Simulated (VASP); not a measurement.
Runs of VASP 6.6.1 on BaTe. The structure is cubic, space group F-43m (No. 216). The conventional cell has a = 7.828 Å, b = 7.828 Å, c = 7.828 Å, α = 90.00°, β = 90.00°, γ = 90.00°. Within 4.5 Å of Ba (site symmetry -43m) lie 4 Te at 3.39 Å. Within 4.5 Å of Te (site symmetry -43m) lie 4 Ba at 3.39 Å. 

```csv
level,smearing,grid for exact exchange (PRECFOCK),share of exact exchange,screening parameter,gap on the mesh (eV),pressure (GPa)
PBE,gaussian 0.01 eV,-,-,-,2.58,(c)
HSE06,methfessel-paxton 0.5 eV,Normal,0.25,0.2079 1/Å,3.29,(a)
PBE-based global hybrid with 75 % exact exchange,gaussian 0.01 eV,Normal,0.75,-,6.99,-0.6
PBE-based screened hybrid with 50 % exact exchange,gaussian 0.01 eV,Normal,0.5,0.2078 1/Å,4.06,(b)
```

Alike in all rows: task single point; potentials or basis VASP PAW PBE potentials, release 64 (Ba_sv, Te); no spin polarisation; cell as given; k mesh 4 × 4 × 4; cutoff (eV) 520.

Problem. Estimate the missing entries.

Solution. (a) -0.1; (b) -0.2; (c) 0.2.

Caveats: the structure was generated, so it needn't be the stable form of BaTe; spin-orbit coupling is left out, which moves the levels of the heavy elements; the PAW data sets were made with another functional, which shifts forces and pressure a little (at least some runs).

A k mesh can miss the band edges, and the runs leave out spin-orbit coupling on Ba, Te.
